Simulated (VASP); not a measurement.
The system is Hf.

```
CELL_PARAMETERS angstrom
5.63618 0.00000 0.00000
0.00000 5.63618 0.00000
0.00000 0.00000 5.63618
ATOMIC_POSITIONS crystal
Hf 0.00000 0.00000 0.00000
Hf 0.50000 0.50000 0.50000
Hf 0.25000 0.00000 0.50000
Hf 0.75000 0.00000 0.50000
Hf 0.50000 0.25000 0.00000
Hf 0.50000 0.75000 0.00000
Hf 0.00000 0.50000 0.25000
Hf 0.00000 0.50000 0.75000
```

```yaml
Program: VASP 6.6.1
Task: relaxation of cell and atoms
Functional: PBEsol
Potentials_or_basis: VASP PAW PBE potentials, release 64 (Hf_pv)
Cutoff: 600 eV
k_mesh: 5 × 5 × 5
Occupations: fermi-dirac, width 0.1 eV
Spin: no spin polarisation
```

At the start: pressure -4.0 GPa; volume 22.38 Å³/atom.

Problem. Where does the relaxation end?

Solution. Over 3 steps the energy falls by 11.8 meV/atom and the volume is 21.47 Å³/atom (-4.1 %); space group Pm-3n (No. 223, to 0.1 Å) before and after.

The path:
```tsv
step	energy change (eV)	largest force (eV/Å)	pressure (GPa)	volume (Å³)
1	0.0000	0.0000	-4.00	179.04
2	-0.0028	0.0000	4.44	164.93
3	-0.0942	0.0000	-0.03	171.77
```

Final structure:
```yaml
crystal:
  lattice:
    - [5.55885, 0.00000, 0.00000]
    - [0.00000, 5.55885, 0.00000]
    - [0.00000, 0.00000, 5.55885]
  atoms:
    - { symbol: Hf, position: [0.00000, 0.00000, 0.00000] }
    - { symbol: Hf, position: [0.50000, 0.50000, 0.50000] }
    - { symbol: Hf, position: [0.25000, 0.00000, 0.50000] }
    - { symbol: Hf, position: [0.75000, 0.00000, 0.50000] }
    - { symbol: Hf, position: [0.50000, 0.25000, 0.00000] }
    - { symbol: Hf, position: [0.50000, 0.75000, 0.00000] }
    - { symbol: Hf, position: [0.00000, 0.50000, 0.25000] }
    - { symbol: Hf, position: [0.00000, 0.50000, 0.75000] }
```

Caveat: the PAW data sets were made with another functional, which shifts forces and pressure a little.
